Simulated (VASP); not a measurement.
Write the native input for VASP 6.6.1 that does the following.

| Item | Value |
| --- | --- |
| Task | single point |
| Functional | PBEsol |
| Potentials or basis | VASP PAW PBE potentials, release 64 (Ge_d) |
| Cutoff | 520 eV |
| k mesh | 22 × 22 × 20 |
| Occupations | gaussian, width 0.15 eV |
| Spin | no spin polarisation |
| Dipole correction | no |
| Further INCAR settings | ALGO = Normal; EDIFF = 1e-07; NBANDS = 13 |

The structure of Ge lies in POSCAR:

```
Ge
1.0
    1.3971490000     -2.6005160000      0.0000000000
    1.3971490000      2.6005160000      0.0000000000
    0.0000000000      0.0000000000      2.6982310000
Ge
1
Direct
    0.5000000000      0.5000000000      0.0000000000
```

One way to write it, as run:

INCAR

```
ALGO = Normal
EDIFF = 1E-7
ENCUT = 520
GGA = PS
ISIF = 2
ISMEAR = 0
LASPH = True
LCHARG = False
LREAL = False
LWAVE = False
NBANDS = 13
NELM = 60
PREC = Accurate
SIGMA = 0.15
```

KPOINTS

```
k-points
0
Gamma
  22 22 20
```

Potentials or basis: VASP PAW PBE potentials, release 64 (Ge_d).

Command:

```bash
$ cat potpaw_PBE.64/Ge_d/POTCAR > POTCAR
$ mpirun -np 1 vasp_std > vasp.out
```

It gave:

| Quantity | Value |
| --- | --- |
| Pressure | -4.3 GPa |
| Band gap on the k mesh | zero (bands 7 and 8 overlap by 9.69 eV) |

Caveat: the cell stands under tension; the PAW data sets were made with another functional, which shifts forces and pressure a little.

Wall time 89 s on 1 thread of Intel(R) Xeon(R) Platinum 8488C (Sapphire Rapids), on a shared host, peak memory 0.43 GiB.
